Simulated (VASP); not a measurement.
Input of a VASP 6.6.1 run:

Contents of INCAR:

```
PREC = Accurate ; ENCUT = 600
EDIFF = 1E-6 ; ISMEAR = 0
SIGMA = 0.1 ; LREAL = False
LASPH = True ; NELM = 60
ALGO = Fast ; ISIF = 3
LWAVE = False ; LCHARG = False
GGA = PE ; IBRION = 2
NSW = 100 ; EDIFFG = -0.01
```

The input KPOINTS:

```
regular mesh
0
Gamma
  8 8 8
```

File POSCAR:

```
Ba3B2
1.0
    5.6938800472      0.0000000000      0.0000000000
    0.0000000000      5.6938800472      0.0000000000
    0.0000000000      0.0000000000      5.6938800472
Ba B
3 2
Direct
    0.5000000000      0.0000000000      0.0000000000
    0.0000000000      0.5000000000      0.0000000000
    0.0000000000      0.0000000000      0.5000000000
    0.0000000000      0.0000000000      0.0000000000
    0.5000000000      0.5000000000      0.5000000000
```

Potentials or basis: VASP PAW PBE potentials, release 64 (Ba_sv, B).

The run is started by

```console
$ cat potpaw_PBE.64/Ba_sv/POTCAR potpaw_PBE.64/B/POTCAR > POTCAR
$ mpirun -np 1 vasp_std > vasp.out
```

Problem. Predict the space group after relaxing (to 0.1 Å).

Solution. Pm-3m (No. 221).

Problem. Predict the relaxed cell.

Solution. a = 5.721 Å, b = 5.721 Å, c = 5.721 Å, α = 90.00°, β = 90.00°, γ = 90.00°.

Problem. Predict the band gap on the k mesh.

Solution. Zero (bands 18 and 19 overlap by 0.73 eV).

Step by step:
| step | energy change (eV) | largest force (eV/Å) | pressure (GPa) | volume (Å³) |
| --- | --- | --- | --- | --- |
| 1 | 0.0000 | 0.0000 | 0.27 | 184.60 |
| 2 | -0.0024 | 0.0000 | -0.32 | 186.27 |
| 3 | -0.0017 | 0.0000 | 0.13 | 185.99 |
| 4 | -0.0018 | 0.0000 | 0.12 | 186.07 |
| 5 | -0.0019 | 0.0000 | 0.11 | 186.17 |
| 6 | -0.0019 | 0.0000 | 0.10 | 186.22 |
| 7 | -0.0020 | 0.0000 | 0.07 | 186.47 |
| 8 | -0.0021 | 0.0000 | 0.05 | 186.75 |
| 9 | -0.0022 | 0.0000 | -0.01 | 187.29 |

Caveat: spin-orbit coupling is left out, which moves the levels of the heavy elements.
